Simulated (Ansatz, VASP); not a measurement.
## InSe: VASP beside Ansatz

```xyz
4
Lattice="6.2173 0.0000 0.0000 4.8589 3.8790 0.0000 -1.5095 -0.5287 4.3237" Properties=species:S:1:pos:R:3 pbc="T T T"
In    9.7838    3.4264    0.0216
In   -0.2171   -0.0760    4.3020
Se    6.3412    2.2207    2.7758
Se    3.2255    1.1296    1.5479
```

Alike in both runs: task single point; functional PBEsol; k mesh 6 × 6 × 4; no spin polarisation.

|  | VASP | Ansatz |
| --- | --- | --- |
| version | VASP 6.6.1 | Ansatz 0.2.0 |
| potentials or method | VASP PAW PBE potentials, release 64 (In_d, Se), cutoff 520 eV | plane waves, PAW |
| occupations | gaussian, width 0.01 eV | fixed |
| valence electrons in the cell | 38 | 58 |

```tsv
	VASP	Ansatz	Ansatz less VASP
pressure (GPa)	-0.1	-0.2	-0.06
traceless stress, the component that is largest in VASP (GPa)	2.07	2.05	-0.018
rms of the force components (eV/Å)	0.364	0.364	+0.0001
```

VASP's potentials were made for PBE, not for PBEsol. Atom by atom the forces differ by 0.010 eV/Å (rms over components). VASP's potentials hold 38 valence electrons a cell and Ansatz's 58, so a difference there can come from the potentials and not from the codes.
